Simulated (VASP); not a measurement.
Here is a VASP 6.6.1 calculation.

The input INCAR:

```
PREC     = Accurate       # precision mode
ENCUT    = 520            # plane-wave cutoff, eV
EDIFF    = 1E-8           # SCF threshold, eV
ISMEAR   = 0              # smearing method
SIGMA    = 0.01           # smearing width, eV
LREAL    = False          # projectors in reciprocal space
LASPH    = True           # aspherical terms in the spheres
NELM     = 80             # most SCF steps
ALGO     = Normal         # electronic algorithm
ISIF     = 2              # what is computed and relaxed
LWAVE    = False          # write WAVECAR
LCHARG   = False          # write CHGCAR
GGA      = PE             # functional
LEPSILON = True           # dielectric tensor by DFPT
```

Contents of KPOINTS:

```
regular mesh
0
Gamma
  8 8 8
```

Contents of POSCAR:

```
GaP
1.0
    0.0000000000      2.7252500000      2.7252500000
    2.7252500000      0.0000000000      2.7252500000
    2.7252500000      2.7252500000      0.0000000000
Ga P
1 1
Direct
    0.0000000000      0.0000000000      0.0000000000
    0.7500000000      0.7500000000      0.7500000000
```

Potentials or basis: VASP PAW PBE potentials, release 64 (Ga_d, P).

Run with:

```console
$ cat potpaw_PBE.64/Ga_d/POTCAR potpaw_PBE.64/P/POTCAR > POTCAR
$ mpirun -np 1 vasp_std > vasp.out
```

**Question.** What does it give for the electronic dielectric tensor (diagonal)?

**Answer.** 11.18.

**Question.** Predict the Born charges (mean of the diagonal).

**Answer.** Ga +2.22; P -2.22 e.

**Question.** Estimate the band gap on the k mesh.

**Answer.** 1.64 eV (least direct gap 1.83 eV).

Electronic dielectric tensor:
```
11.18  0.00  0.00
 0.00 11.18  0.00
 0.00  0.00 11.18
```

A k mesh can miss the band edges. As with any semilocal functional, this PBE gap is likely too small.
